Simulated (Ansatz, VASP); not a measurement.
## TiC in VASP and in Ansatz

Contents of INCAR:

```
PREC = Accurate ; ENCUT = 600
EDIFF = 1E-6 ; ISMEAR = 0
SIGMA = 0.05 ; LREAL = F
LASPH = T ; NELM = 120
ALGO = Normal ; ISIF = 2
LWAVE = F ; LCHARG = F
GGA = PE ; NBANDS = 15
GGA_COMPAT = F
```

File KPOINTS:

```
Automatic mesh
0
Gamma
  6 6 6
```

POSCAR

```
TiC
1.0
    0.0000000000      2.3639192886      2.3639192886
    2.3639192886      0.0000000000      2.3639192886
    2.3639192886      2.3639192886      0.0000000000
Ti C
1 1
Direct
    0.0000000000      0.0000000000      0.0000000000
    0.2500000000      0.2500000000      0.2500000000
```

Input for Ansatz:

```yaml
crystal:
  lattice:
    - [0.0, 2.3639192886, 2.3639192886]
    - [2.3639192886, 0.0, 2.3639192886]
    - [2.3639192886, 2.3639192886, 0.0]
  atoms:
    - { symbol: Ti, position: [0.0, 0.0, 0.0] }
    - { symbol: C, position: [0.25, 0.25, 0.25] }
basis:
  ecutwfc: 420
kpoints:
  mp_grid: { grid: [6, 6, 6] }
hamiltonian:
  xc: pbe
scf:
  occupations: { method: gaussian, width: 0.05 }
output:
  forces: true
  stress: true
  eigenvalues: true
```

Alike in both runs: task single point; functional PBE; k mesh 6 × 6 × 6; occupations gaussian, width 0.05 eV; no spin polarisation.

```csv
,VASP,Ansatz
version,VASP 6.6.1,Ansatz 0.2.0
potentials or method,"VASP PAW PBE potentials, release 64 (Ti_sv, C), cutoff 600 eV","scalar-relativistic, plane waves, PAW"
valence electrons in the cell,16,16
```

|  | VASP | Ansatz | Ansatz less VASP |
| --- | --- | --- | --- |
| gap on the k mesh at the Fermi level (eV) | 0.51 | 0.51 | +0.001 |
| least direct gap on the mesh (eV) | 0.51 | 0.51 | +0.001 |
| pressure (GPa) | 0.0 | 0.0 | -0.02 |
